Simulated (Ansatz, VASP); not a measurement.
## One calculation of InPd, two programs

```
In Pd
1.0
     3.27188    0.00000    0.09194
     0.00000    3.27188    0.00000
     0.09194    0.00000    3.27188
In Pd
1 1
Direct
  0.00000 0.00000 0.00000
  0.50000 0.50000 0.50000
```

Change from the starting cell: strain +0.0562 x Voigt [0, 0, 0, 0, 1, 0], atoms carried along.

Alike in both runs: task single point; functional LDA; k mesh 14 × 14 × 14; occupations gaussian, width 0.15 eV; no spin polarisation.

|  | VASP | Ansatz |
| --- | --- | --- |
| version | VASP 6.6.1 | Ansatz 0.2.0 |
| potentials or method | VASP PAW LDA potentials, release 64 (In_d, Pd), cutoff 520 eV | scalar-relativistic, plane waves, PAW |
| valence electrons in the cell | 23 | 31 |

```tsv
	VASP	Ansatz	Ansatz less VASP
gap on the k mesh at the Fermi level (eV)	none	none	-
pressure (GPa)	-5.8	-6.3	-0.47
traceless stress, the component that is largest in VASP (GPa)	-2.44	-2.33	+0.106
```

LDA's correlation is that of Perdew and Zunger in VASP and of Perdew and Wang (1992) in Ansatz. A gap of «none» marks a metal or a gap that the smearing closes. VASP's potentials hold 23 valence electrons a cell and Ansatz's 31, so a difference there can come from the potentials and not from the codes.
